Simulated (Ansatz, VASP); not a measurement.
# One calculation of Os2W, two programs

```
CELL_PARAMETERS angstrom
0.00000 3.59967 3.59967
3.59967 0.00000 3.59967
3.59967 3.59967 0.00000
ATOMIC_POSITIONS crystal
Os 0.62500 0.62500 0.62500
Os 0.12500 0.62500 0.62500
Os 0.62500 0.62500 0.12500
Os 0.62500 0.12500 0.62500
W 0.00000 0.00000 0.00000
W 0.25000 0.25000 0.25000
```

Alike in both runs: functional PBE; k mesh 4 × 4 × 4; occupations gaussian, width 0.1 eV; no spin polarisation.

Ansatz relaxed the structure, and its values are those at the end. VASP's run is a single point on that final structure, the one shown.

```csv
,VASP,Ansatz
version,VASP 6.6.1,Ansatz 0.2.0
potentials or method,"VASP PAW PBE potentials, release 64 (Os, W_sv), cutoff 520 eV","scalar-relativistic, plane waves, PAW"
valence electrons in the cell,60,92
```

```csv
,VASP,Ansatz,Ansatz less VASP
gap on the k mesh at the Fermi level (eV),none,none,-
pressure (GPa),0.2,-0.1,-0.30
```

A gap of «none» marks a metal or a gap that the smearing closes. With one functional, cell and mesh, what is left measures potentials, basis and numerics. VASP's potentials hold 60 valence electrons a cell and Ansatz's 92, so a difference there can come from the potentials and not from the codes.

The k mesh is coarse, so the values compare programs but aren't converged. Neither program's run includes spin-orbit coupling.
